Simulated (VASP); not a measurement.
A run of VASP 6.6.1:

The input INCAR:

```
PREC = Accurate ; ENCUT = 520
EDIFF = 1E-7 ; ISMEAR = 1
SIGMA = 0.05 ; LREAL = F
LASPH = T ; NELM = 80
ALGO = Normal ; ISIF = 2
LWAVE = F ; LCHARG = F
GGA = PS ; NBANDS = 49
```

File KPOINTS:

```
regular mesh
0
Gamma
  9 9 1
```

POSCAR

```
MoS2
1.0
    3.1840160000      0.0000000000      0.0000000000
   -1.5920080000      2.7574380000      0.0000000000
    0.0000000000      0.0000000000     28.3873200000
Mo S
3 6
Direct
    0.6666666667      0.3333333333      0.0000000000
    0.3333333333      0.6666666667      0.7718350000
    0.3333333333      0.6666666667      0.2281650000
    0.3333333333      0.6666666667      0.0546660000
    0.6666666667      0.3333333333      0.8265070000
    0.6666666667      0.3333333333      0.2828120000
    0.3333333333      0.6666666667      0.9453340000
    0.6666666667      0.3333333333      0.7171880000
    0.6666666667      0.3333333333      0.1734930000
```

Potentials or basis: VASP PAW PBE potentials, release 64 (Mo_sv, S).

The run is started by

```console
$ cat potpaw_PBE.64/Mo_sv/POTCAR potpaw_PBE.64/S/POTCAR > POTCAR
$ mpirun -np 1 vasp_std > vasp.out
```

Hardware: 1 thread of Intel(R) Xeon(R) Platinum 8259CL CPU @ 2.50GHz (Skylake/Cascade Lake) (shared host).

Task: Estimate the wall time of this run.

Result: It took 4.4 min on 1 thread of Intel(R) Xeon(R) Platinum 8259CL CPU @ 2.50GHz (Skylake/Cascade Lake), with other jobs on the host, peak memory 0.39 GiB. Counts: scf iterations 25, k points 12.
